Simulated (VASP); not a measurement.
Write the native input for VASP 6.6.1 that does the following.

* Task: single point
* Functional: PBE
* Potentials or basis: VASP PAW PBE potentials, release 64 (Ru_pv)
* Cutoff: 520 eV
* k mesh: 14 × 14 × 14
* Occupations: fermi-dirac, width 0.1 eV
* Spin: no spin polarisation
* Dipole correction: no
* Further INCAR settings: ALGO = Normal; EDIFF = 1e-06; NBANDS = 13

The structure of Ru lies in POSCAR:

```
Ru
1.0
    2.4781985050      0.0000000000      0.0000000000
    0.0000000000      2.4781985050      0.0000000000
    0.0000000000      0.0000000000      2.4781985050
Ru
1
Direct
    0.0000000000      0.0000000000      0.0000000000
```

This cell differs from its parent crystal: volume scaled by 0.96.

These files were run (other wordings do the same):

INCAR

```
PREC = Accurate
ENCUT = 520
EDIFF = 1E-6
ISMEAR = -1
SIGMA = 0.1
LREAL = F
LASPH = T
NELM = 80
ALGO = Normal
ISIF = 2
LWAVE = F
LCHARG = F
GGA = PE
NBANDS = 13
```

KPOINTS

```
Automatic mesh
0
Gamma
  14 14 14
```

Potentials or basis: VASP PAW PBE potentials, release 64 (Ru_pv).

The run is started by

```bash
$ cat potpaw_PBE.64/Ru_pv/POTCAR > POTCAR
$ mpirun -np 1 vasp_std > vasp.out
```

It gave:

* Pressure: 10.2 GPa
* Band gap on the k mesh: zero (band 7 reaches 15.06 eV, above the bottom of band 8 at 10.35 eV)

It took 8.6 s on 1 thread of Intel(R) Xeon(R) Platinum 8488C (Sapphire Rapids) (shared host), peak memory 0.13 GiB.
